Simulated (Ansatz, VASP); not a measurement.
**One calculation of MnO, two programs**

The input INCAR:

```
  PREC = Accurate
  ENCUT = 520
  EDIFF = 1E-7
  ISMEAR = 0
  SIGMA = 0.05
  LREAL = False
  LASPH = True
  NELM = 150
  ALGO = Normal
  ISIF = 2
  LWAVE = False
  LCHARG = False
  ISPIN = 2
  MAGMOM = 4.76 0.18
  LORBIT = 11
  LMAXMIX = 4
  LDAU = True
  LDAUTYPE = 2
  LDAUL = 2 -1
  LDAUU = 3.9 0
  LDAUJ = 0 0
  LDAUPRINT = 1
  GGA = PE
  NBANDS = 20
```

The input KPOINTS:

```
Automatic mesh
0
Gamma
  12 12 12
```

POSCAR

```
MnO
1.0
    0.0000000000      2.2664570858      2.2664570858
    2.2664570858      0.0000000000      2.2664570858
    2.2664570858      2.2664570858      0.0000000000
Mn O
1 1
Direct
    0.0000000000      0.0000000000      0.0000000000
    0.5000000000      0.5000000000      0.5000000000
```

Input for Ansatz:

```yaml
crystal:
  lattice:
    - [0.0, 2.2664570858, 2.2664570858]
    - [2.2664570858, 0.0, 2.2664570858]
    - [2.2664570858, 2.2664570858, 0.0]
  atoms:
    - { symbol: Mn, position: [0.0, 0.0, 0.0], spin: 4.76 }
    - { symbol: O, position: [0.5, 0.5, 0.5] }
basis:
  ecutwfc: 420
  ecutrho_ratio: 4
kpoints:
  mp_grid: { grid: [12, 12, 12] }
hamiltonian:
  xc: pbe
  hubbard:
    sites:
      - { species: Mn, l: d, u_eff: 3.9, starting_ns: start.occupation_matrices }
    ns_hold: { iters: 6 }
scf:
  occupations: { method: gaussian, width: 0.05 }
  lower_state_search: "off"
output:
  forces: true
  stress: true
  eigenvalues: true
  populations: true
  hubbard: { sites: [{ species: Mn, l: d }] }
magnetization:
  spin_polarized: true
```

Alike in both runs: task single point; functional PBE; k mesh 12 × 12 × 12; occupations gaussian, width 0.05 eV; collinear spin; Hubbard terms Mn d U = 3.9 eV.

|  | VASP | Ansatz |
| --- | --- | --- |
| version | VASP 6.6.1 | Ansatz 0.2.0 |
| potentials or method | VASP PAW PBE potentials, release 64 (Mn_pv, O), cutoff 520 eV | scalar-relativistic, plane waves, PAW |
| valence electrons in the cell | 19 | 21 |

Ansatz gave:

| Item | Value |
| --- | --- |
| gap on the k mesh at the Fermi level (eV) | 0.02 |
| least direct gap on the mesh (eV) | 1.40 |
| pressure (GPa) | 0.0 |
| net moment per atom (μB) | 2.50 |
| size of the moment on the site where the two differ most (μB) | 4.32 |

Question: What did VASP give for the same quantities?

Answer: gap on the k mesh at the Fermi level (eV): 0.10; least direct gap on the mesh (eV): 2.26; pressure (GPa): -1.5; net moment per atom (μB): 2.50; size of the moment on the site where the two differ most (μB): 4.63.

Site moments also hang on the region over which each program counts them. The programs project onto different local orbitals, so the same U acts differently, and such runs can settle in different states. VASP's potentials hold 19 valence electrons a cell and Ansatz's 21, so a difference there can come from the potentials and not from the codes. Ansatz's warnings: filled band counts differ across k points, stability check not made.
